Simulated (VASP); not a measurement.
# SiC2 (P6/mmm) in VASP: further runs

Runs on SiC2. Level: PBE. Tasks: single point, relaxation of cell and atoms.

Everything below comes from runs of VASP 6.6.1. Logs are shortened: lines on timing, memory, paths and dates and some standing lists are left out, and cuts for length are marked.

## 1. The cell of the first run

It takes space group P6/mmm (No. 191, hexagonal). The conventional cell has a = 3.229 Å, b = 3.229 Å, c = 13.882 Å, α = 90.00°, β = 90.00°, γ = 120.00°. Within 2.5 Å of Si (site symmetry -6m2) lie 3 Si at 1.86 Å. C (site symmetry 3m) has 3 C at 1.86 Å within 2.5 Å.

## 2. Single point, PBE

Input file INCAR:

```
PREC = Accurate
ENCUT = 520
EDIFF = 1E-7
ISMEAR = 0
SIGMA = 0.1
LREAL = False
LASPH = True
NELM = 100
ALGO = Normal
ISIF = 2
LWAVE = False
LCHARG = True
GGA = PE
LELF = True
LVHAR = True
NBANDS = 21
```

Input file KPOINTS:

```
Automatic mesh
0
Gamma
  12 12 4
```

Input file POSCAR:

```
SiC2
1.0
    3.2287365807      0.0000000000      0.0000000000
   -1.6143682904      2.7961679010      0.0000000000
    0.0000000000      0.0000000000     13.8818658285
Si C
2 4
Direct
    0.3333333333      0.6666666667      0.0000000000
    0.6666666667      0.3333333333      0.0000000000
    0.3333333333      0.6666666667      0.6631255715
    0.3333333333      0.6666666667      0.3368744285
    0.6666666667      0.3333333333      0.6631255715
    0.6666666667      0.3333333333      0.3368744285
```

Potentials or basis: VASP PAW PBE potentials, release 64 (Si, C).

The run is started by

```sh
$ cat potpaw_PBE.64/Si/POTCAR potpaw_PBE.64/C/POTCAR > POTCAR
$ mpirun -np 1 vasp_std > vasp.out
```

OUTCAR:

```text
PREC = Accurate
   ENCUT = 520
   EDIFF = 1E-7
   ISMEAR = 0
   LREAL = False
   LASPH = True
   NELM = 100
   ISIF = 2
   GGA = PE

 ion  position               nearest neighbor table
   1  0.333  0.667  0.000-   2 1.86   2 1.86   2 1.86
   2  0.667  0.333  0.000-   1 1.86   1 1.86   1 1.86
   3  0.333  0.667  0.663-   5 1.86   5 1.86   5 1.86
   4  0.333  0.667  0.337-   6 1.86   6 1.86   6 1.86
   5  0.667  0.333  0.663-   3 1.86   3 1.86   3 1.86
   6  0.667  0.333  0.337-   4 1.86   4 1.86   4 1.86

  LATTYP: Found a hexagonal cell.
 ALAT       =     3.2287365807
 C/A-ratio  =     4.2994730234

  Lattice vectors:

 A1 = (   3.2287365807,   0.0000000000,   0.0000000000)
 A2 = (  -1.6143682904,   2.7961679010,   0.0000000000)
 A3 = (   0.0000000000,   0.0000000000,  13.8818658285)

Analysis of symmetry for initial positions (statically):
=====================================================================
 Subroutine PRICEL returns:
 Original cell was already a primitive cell.

 Routine SETGRP: Setting up the symmetry group for a
 hexagonal supercell.

 Subroutine GETGRP returns: Found 24 space group operations
 (whereof 24 operations were pure point group operations)
 out of a pool of 24 trial point group operations.

The static configuration has the point symmetry D_6h.

Analysis of symmetry for dynamics (positions and initial velocities):
=====================================================================
 Subroutine PRICEL returns:
 Original cell was already a primitive cell.

 Routine SETGRP: Setting up the symmetry group for a
 hexagonal supercell.

 Subroutine GETGRP returns: Found 24 space group operations
 (whereof 24 operations were pure point group operations)
 out of a pool of 24 trial point group operations.

The dynamic configuration has the point symmetry D_6h.

 Subroutine INISYM returns: Found 24 space group operations
 (whereof 24 operations are pure point group operations),
 and found     1 'primitive' translations

----------------------------------------------------------------------------------------

                                     Primitive cell

  volume of cell :     125.3267

  direct lattice vectors                    reciprocal lattice vectors
     3.228736581  0.000000000  0.000000000     0.309718670  0.178816158  0.000000000
    -1.614368290  2.796167901  0.000000000     0.000000000  0.357632315  0.000000000
     0.000000000  0.000000000 13.881865829     0.000000000  0.000000000  0.072036426

  length of vectors
     3.228736581  3.228736581 13.881865829     0.357632315  0.357632315  0.072036426

  position of ions in fractional coordinates (direct lattice)
     0.333333333  0.666666667  0.000000000
     0.666666667  0.333333333  0.000000000
     0.333333333  0.666666667  0.663125571
     0.333333333  0.666666667  0.336874429
     0.666666667  0.333333333  0.663125571
     0.666666667  0.333333333  0.336874429

  ion indices of the primitive-cell ions
   primitive index   ion index
                 1           1
                 2           2
                 3           3
                 4           4
                 5           5
                 6           6

----------------------------------------------------------------------------------------

 KPOINTS: Automatic mesh

Automatic generation of k-mesh.
 Grid dimensions read from file:
 generate k-points for:   12   12    4

 Generating k-lattice:

  Cartesian coordinates                     Fractional coordinates (reciprocal lattice)
     0.025809889  0.014901346  0.000000000     0.083333333  0.000000000  0.000000000
     0.000000000  0.029802693  0.000000000     0.000000000  0.083333333  0.000000000
     0.000000000  0.000000000  0.018009106     0.000000000  0.000000000  0.250000000

  Length of vectors
     0.029802693  0.029802693  0.018009106

  Shift w.r.t. Gamma in fractional coordinates (k-lattice)
     0.000000000  0.000000000  0.000000000

 Subroutine IBZKPT returns following result:
 ===========================================

 Found     57 irreducible k-points:

 Following reciprocal coordinates:
            Coordinates               Weight
  0.000000  0.000000  0.000000      1.000000
  0.083333  0.000000  0.000000      6.000000
  0.166667  0.000000  0.000000      6.000000
  0.250000  0.000000  0.000000      6.000000
  0.333333 -0.000000  0.000000      6.000000
  0.416667  0.000000  0.000000      6.000000
[... 16 lines left out ...]
  0.250000  0.000000  0.250000     12.000000
  0.333333 -0.000000  0.250000     12.000000
 [... further k-points ...]
   k-points           NKPTS =     57   k-points in BZ     NKDIM =     57   number of bands    NBANDS=     21
   number of dos      NEDOS =    301   number of ions     NIONS =      6
   total plane-waves  NPLWV =  62208
   dimension x,y,z NGX =    24 NGY =   24 NGZ =  108
   dimension x,y,z NGXF=    48 NGYF=   48 NGZF=  216
   ions per type =               2   4
   NGX,Y,Z   is equivalent  to a cutoff of  12.36, 12.36, 12.93 a.u.
   NGXF,Y,Z  is equivalent  to a cutoff of  24.71, 24.71, 25.87 a.u.
 SYSTEM =  unknown system
   PREC   = accura    normal or accurate (medium, high low for compatibility)
   ISTART =      0    job   : 0-new  1-cont  2-samecut
   ICHARG =      2    charge: 1-file 2-atom 10-const
   ISPIN  =      1    spin polarized calculation?
   LNONCOLLINEAR =      F non collinear calculations
   LSORBIT =      F    spin-orbit coupling
   LASPH  =      T    aspherical Exc in radial PAW
   ENCUT  =  520.0 eV  38.22 Ry    6.18 a.u.   6.00  6.00 25.81*2*pi/ulx,y,z
   NELM   =    100;   NELMIN=  2; NELMDL= -5     # of ELM steps
   EDIFF  = 0.1E-06   stopping-criterion for ELM
   LREAL  =      F    real-space projection
   EDIFFG = 0.1E-05   stopping-criterion for IOM
   NSW    =      0    number of steps for IOM
   IBRION =     -1    ionic relax: 0-MD 1-quasi-New 2-CG
   NFREE  =      0    steps in history (QN), initial steepest desc. (CG)
   ISIF   =      2    stress and relaxation
   ISYM   =      2    0-nonsym 1-usesym 2-fastsym
   POTIM  = 0.5000    time-step for ionic-motion
   TEBEG  =    0.0;   TEEND  =   0.0 temperature during run
   PSTRESS=    0.0 pullay stress
   NELECT =      24.0000    total number of electrons
   NUPDOWN=      -1.0000    fix difference up-down
   EMIN   =  10.00;   EMAX   =-10.00  energy-range for DOS
   EFERMI =   0.00;   METHOD = LEGACY
   ISMEAR =     0;   SIGMA  =   0.10  broadening in eV -4-tet -1-fermi 0-gaus
   EFERMI_NEDOS =   21; number of points for ismear=-14 and -15
   IALGO  =     38    algorithm
   IMIX   =      4    mixing-type and parameters
     AMIX     =   0.40;   BMIX     =  1.00
     AMIX_MAG =   1.60;   BMIX_MAG =  1.00
  volume/ion in A,a.u.               =      20.89       140.96
  Fermi-wavevector in a.u.,A,eV,Ry     =   0.943620  1.783184 12.114893  0.890420
  Thomas-Fermi vector in A             =   2.071346
   LORBIT       =      0    0 simple, 1 ext, 2 COOP (PROOUT), +10 PAW based schemes
   GGA     = PE    functional components
   LHFCALC =     F    Hartree Fock is set to
   AEXX    =    0.0000 exact exchange contribution
   IVDW    =     0    specifies the selected vdW correction
   LEPSILON=     F    determine dielectric tensor
   LRPA    =     F    only Hartree local field effects (RPA)
 non-spin polarized calculation
 Gauss-broadening in eV      SIGMA  =   0.10
  energy-cutoff  :      520.00
  volume of cell :      125.33
 maximum number of plane-waves:      3420
   NGX = 13   NGY = 13   NGZ = 51

 number of electron      24.0000000 magnetization

 Free energy of the ion-electron system (eV)
  ---------------------------------------------------
  ext. energy  EPLUGINS =         0.00000000
  ---------------------------------------------------
  free energy    TOTEN  =       -29.14212861 eV

  energy without entropy =      -29.13547259  energy(sigma->0) =      -29.13880060

 E-fermi :   0.7238     XC(G=0):  -7.4536

 val. band max:        0.7193263053   @ k =   0.0000   0.0000   0.2500
 cond. band min:       0.7825832219   @ k =   0.3333   0.3333   0.0000
 fundamental gap:      0.0632569166
 Fermi energy:         0.7238257057

 k-point     1 :       0.0000    0.0000    0.0000
  band No.  band energies     occupation
      1     -13.2628      2.00000
      2     -13.2453      2.00000
      3     -12.4540      2.00000
      4      -3.4795      2.00000
      5      -2.8765      2.00000
      6      -2.5689      2.00000
[... 13 lines left out ...]
     20       5.0033      0.00000
     21       5.0034      0.00000

 k-point     2 :       0.0833    0.0000    0.0000
  band No.  band energies     occupation
      1     -13.1681      2.00000
      2     -13.1508      2.00000
      3     -12.3312      2.00000
      4      -3.3635      2.00000
      5      -2.7794      2.00000
      6      -2.7236      2.00000
[... 13 lines left out ...]
     20       5.0646      0.00000
     21       5.3451      0.00000

 k-point     3 :       0.1667    0.0000    0.0000
  band No.  band energies     occupation
      1     -12.8864      2.00000
      2     -12.8696      2.00000
      3     -11.9645      2.00000
      4      -4.1418      2.00000
      5      -4.1349      2.00000
      6      -3.0170      2.00000
[... 13 lines left out ...]
     20       5.3254      0.00000
     21       6.0359      0.00000
[... 457 lines left out ...]
 k-point    23 :       0.2500    0.0000    0.2500
  band No.  band energies     occupation
      1     -12.4265      2.00000
      2     -12.4106      2.00000
      3     -11.3599      2.00000
      4      -5.5912      2.00000
      5      -5.5828      2.00000
      6      -3.1285      2.00000
[... 13 lines left out ...]
     20       6.0963      0.00000
     21       6.1381      0.00000

 k-point    24 :       0.3333   -0.0000    0.2500
  band No.  band energies     occupation
      1     -11.8120      2.00000
      2     -11.7971      2.00000
      3     -10.5311      2.00000
      4      -6.9498      2.00000
      5      -6.9398      2.00000
      6      -4.8581      2.00000
[... 13 lines left out ...]
     20       7.1728      0.00000
     21       7.1954      0.00000

 [... further k-points ...]
[... 5 lines left out ...]
  --------------------------------------------------------------------------------------
  -------------------------------------------------------------------------------------
  Total       -0.0235590     -0.0235590      0.0161009      0.0000000     -0.0000000      0.0000000
  in kB       -0.3011786     -0.3011786      0.2058334      0.0000000     -0.0000000      0.0000000
  external PRESSURE =      -0.1321746 kB  Pullay stress =       0.0000000 kB

 VOLUME and BASIS-vectors are now :
 -----------------------------------------------------------------------------
  energy-cutoff  :      520.00
  volume of cell :      125.33
      direct lattice vectors                 reciprocal lattice vectors
     3.228736581  0.000000000  0.000000000     0.309718670  0.178816158  0.000000000
    -1.614368290  2.796167901  0.000000000     0.000000000  0.357632315  0.000000000
     0.000000000  0.000000000 13.881865829     0.000000000  0.000000000  0.072036426

 POSITION                                       TOTAL-FORCE (eV/Angst)
 -----------------------------------------------------------------------------------
     -0.00000      1.86411      0.00000        -0.000000      0.000000     -0.000000
      1.61437      0.93206      0.00000         0.000000     -0.000000     -0.000000
     -0.00000      1.86411      9.20542        -0.000000      0.000000      0.000149
     -0.00000      1.86411      4.67645        -0.000000      0.000000     -0.000149
      1.61437      0.93206      9.20542        -0.000000     -0.000000      0.000149
      1.61437      0.93206      4.67645        -0.000000      0.000000     -0.000149
 -----------------------------------------------------------------------------------
    total drift:                               -0.000000      0.000000     -0.000000

  FREE ENERGIE OF THE ION-ELECTRON SYSTEM (eV)
  ---------------------------------------------------
  free  energy   TOTEN  =       -29.1421286146 eV

  energy  without entropy=      -29.1354725870  energy(sigma->0) =      -29.13880060
```

Wall time 52 s (1 thread of Intel Xeon 6975P-C (Granite Rapids), shared host); peak memory 0.3 GiB.

Results:

| Quantity | Value |
| --- | --- |
| Free energy | -29.1421 eV |
| Pressure | 0.0 GPa |
| Band gap on the k mesh | zero (band 12 reaches 0.81 eV, above the bottom of band 13 at 0.72 eV) |

Levels at points of the mesh, in eV from the Fermi level:
```csv
k point,band 8,band 9,band 10,band 11,band 12,band 13,band 14,band 15,band 16,band 17
"(0.00, 0.00, 0.00)",-2.60,-2.59,-2.59,-0.65,-0.64,0.00,0.00,3.40,4.15,4.15
"(0.50, 0.00, 0.00)",-4.12,-2.19,-1.17,-1.09,-0.65,0.94,1.00,1.28,1.34,1.36
"(0.00, 0.00, 0.50)",-2.60,-2.59,-2.59,-0.65,-0.64,0.00,0.00,3.49,4.15,4.15
"(0.50, 0.00, 0.50)",-4.12,-2.19,-1.22,-1.03,-0.67,0.87,1.14,1.20,1.34,1.36
```

## 3. Relaxation of cell and atoms, PBE

This run uses another cell than the first one, of 19.01 Å³/atom, 0.910 times its volume.

Input file INCAR:

```
SYSTEM = SiC2
PREC     = Accurate       ! precision mode
ENCUT    = 600            ! plane-wave cutoff, eV
EDIFF    = 1E-6           ! SCF threshold, eV
ISMEAR   = 0              ! smearing method
SIGMA    = 0.1            ! smearing width, eV
LREAL    = .FALSE.        ! projectors in reciprocal space
LASPH    = .TRUE.         ! aspherical terms in the spheres
NELM     = 100            ! most SCF steps
ALGO     = Normal         ! electronic algorithm
ISIF     = 3              ! what is computed and relaxed
LWAVE    = .FALSE.        ! write WAVECAR
LCHARG   = .FALSE.        ! write CHGCAR
GGA      = PE             ! functional
IBRION   = 2              ! ionic algorithm
NSW      = 100            ! ionic steps
EDIFFG   = -0.01          ! ionic threshold
```

Input file KPOINTS:

```
regular mesh
0
G
  12 12 4
  0 0 0
```

Input file POSCAR:

```
SiC2
1.0
    3.2440466586      0.0000000000      0.0000000000
   -1.6220233293      2.8094268174      0.0000000000
    0.0000000000      0.0000000000     12.5169487329
Si C
2 4
Direct
    0.3333333333      0.6666666667      0.0000000000
    0.6666666667      0.3333333333      0.0000000000
    0.3333333333      0.6666666667      0.6589556936
    0.3333333333      0.6666666667      0.3410443064
    0.6666666667      0.3333333333      0.6589556936
    0.6666666667      0.3333333333      0.3410443064
```

Potentials or basis: VASP PAW PBE potentials, release 64 (Si, C).

The run is started by

```sh
$ cat potpaw_PBE.64/Si/POTCAR potpaw_PBE.64/C/POTCAR > POTCAR
$ mpirun -np 1 vasp_std > vasp.out
```

It took 5.5 min on 1 thread of Intel Xeon 6975P-C (Granite Rapids), shared host; peak memory 0.34 GiB.

The run converged. Its results:

```
Free energy                            : -29.1391 eV
Relaxed volume                         : 20.79 Å³/atom
Relaxed cell                           : a = 3.228 Å, b = 3.228 Å, c = 13.828 Å, α = 90.00°, β = 90.00°, γ = 120.00°
Space group after relaxing (to 0.05 Å) : P6/mmm (No. 191)
Energy gained by relaxing              : 2.9 meV/atom
Ionic steps                            : 11
Pressure after relaxing                : 0.0 GPa
Band gap on the k mesh                 : zero (band 12 reaches 0.85 eV, above the bottom of band 13 at 0.75 eV)
```

Step by step:
| step | energy change (eV) | largest force (eV/Å) | pressure (GPa) | volume (Å³) |
| --- | --- | --- | --- | --- |
| 1 | 0.0000 | 0.0088 | -0.39 | 114.08 |
| 2 | -0.0027 | 0.0068 | 0.26 | 113.31 |
| 3 | -0.0027 | 0.0069 | 0.24 | 113.34 |
| 4 | -0.0037 | 0.0066 | 0.23 | 113.66 |
| 5 | -0.0062 | 0.0056 | 0.21 | 114.61 |
| 6 | -0.0103 | 0.0039 | 0.20 | 116.50 |
| 7 | -0.0151 | 0.0022 | 0.25 | 120.27 |
| 8 | -0.0142 | 0.0017 | 0.49 | 127.76 |
| 9 | -0.0162 | 0.0018 | 0.34 | 123.60 |
| 10 | -0.0168 | 0.0020 | -0.20 | 125.54 |
| 11 | -0.0171 | 0.0018 | 0.00 | 124.76 |

Final structure:
```xyz
6
Lattice="3.2277 0.0000 0.0000 -1.6139 2.7953 0.0000 0.0000 0.0000 13.8276" Properties=species:S:1:pos:R:3 pbc="T T T"
Si    0.0000    1.8635    0.0000
Si    1.6139    0.9318    0.0000
C     0.0000    1.8635    9.1274
C     0.0000    1.8635    4.7002
C     1.6139    0.9318    9.1274
C     1.6139    0.9318    4.7002
```

Levels at points of the mesh, in eV from the Fermi level:
| k point | band 10 | band 11 | band 12 | band 13 | band 14 | band 15 |
| --- | --- | --- | --- | --- | --- | --- |
| (0.00, 0.00, 0.00) | -2.60 | -0.64 | -0.63 | 0.00 | 0.00 | 3.38 |
| (0.50, 0.00, 0.00) | -1.19 | -1.07 | -0.65 | 0.94 | 0.99 | 1.28 |
| (0.00, 0.00, 0.50) | -2.60 | -0.64 | -0.63 | 0.00 | 0.00 | 3.48 |
| (0.50, 0.00, 0.50) | -1.23 | -1.02 | -0.67 | 0.87 | 1.15 | 1.18 |
